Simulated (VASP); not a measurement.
Crystal: H.

```
CELL_PARAMETERS angstrom
2.01500 0.00000 0.00000
-1.00750 1.74504 0.00000
0.00000 0.00000 3.23700
ATOMIC_POSITIONS crystal
H 0.33333 0.66667 0.25000
H 0.66667 0.33333 0.75000
```

* Program: VASP 6.6.1
* Task: relaxation of cell and atoms
* Functional: LDA
* Potentials or basis: VASP PAW LDA potentials, release 64 (H_h)
* Cutoff: 1230 eV
* k mesh: 14 × 14 × 8
* Occupations: fermi-dirac, width 0.02 eV
* Spin: no spin polarisation

At the start: pressure -25.7 GPa; volume 5.69 Å³/atom.

Task: How do energy, volume and symmetry change on relaxing?

Result: Over 10 steps the energy falls by 371.6 meV/atom and the volume is 2.91 Å³/atom (-48.8 %); space group P6_3/mmc (No. 194, to 0.1 Å) before and after.

The path:
```tsv
step	energy change (eV)	largest force (eV/Å)	pressure (GPa)	volume (Å³)
1	0.0000	0.0000	-25.71	11.38
2	-0.2354	0.0000	-25.72	9.94
3	-0.7234	0.0000	-8.85	6.36
4	-0.7339	0.0000	8.30	5.46
5	-0.7419	0.0000	-0.05	5.82
6	-0.7417	0.0000	1.74	5.73
7	-0.7428	0.0000	1.78	5.74
8	-0.7428	0.0000	1.77	5.74
9	-0.7432	0.0000	0.83	5.78
10	-0.7433	0.0000	0.01	5.82
```

Final structure:
```
H
1.0
     1.65267    0.00000    0.00000
    -0.82633    1.43125    0.00000
     0.00000    0.00000    2.46220
H
2
Direct
  0.33333 0.66667 0.25000
  0.66667 0.33333 0.75000
```

Caveat: the volume moved by over 15 % at a fixed basis, so the end points are rough; the nearest neighbours stand farther apart than a usual bond.
